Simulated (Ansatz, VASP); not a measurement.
# C: VASP beside Ansatz

```
C
1.0
    -1.22741    1.22741    3.03745
     1.22741   -1.22741    3.03745
     1.22741    1.22741   -3.03745
C
3
Direct
  0.37990 0.37990 0.00000
  0.75000 0.25000 0.50000
  0.62010 0.62010 0.00000
```

Alike in both runs: task single point; functional PBE; k mesh 10 × 10 × 10; occupations gaussian, width 0.1 eV; no spin polarisation.

|  | VASP | Ansatz |
| --- | --- | --- |
| version | VASP 6.6.1 | Ansatz 0.2.0 |
| potentials or method | VASP PAW PBE potentials, release 64 (C), cutoff 520 eV | scalar-relativistic, plane waves, PAW |
| valence electrons in the cell | 12 | 12 |

|  | VASP | Ansatz | Ansatz less VASP |
| --- | --- | --- | --- |
| gap on the k mesh at the Fermi level (eV) | none | none | - |
| rms of the force components (eV/Å) | 1.705 | 1.698 | -0.0067 |

Atom by atom the forces differ by 0.007 eV/Å (rms over components). A gap of «none» marks a metal or a gap that the smearing closes.

The k mesh is coarse, so the values compare programs but aren't converged.
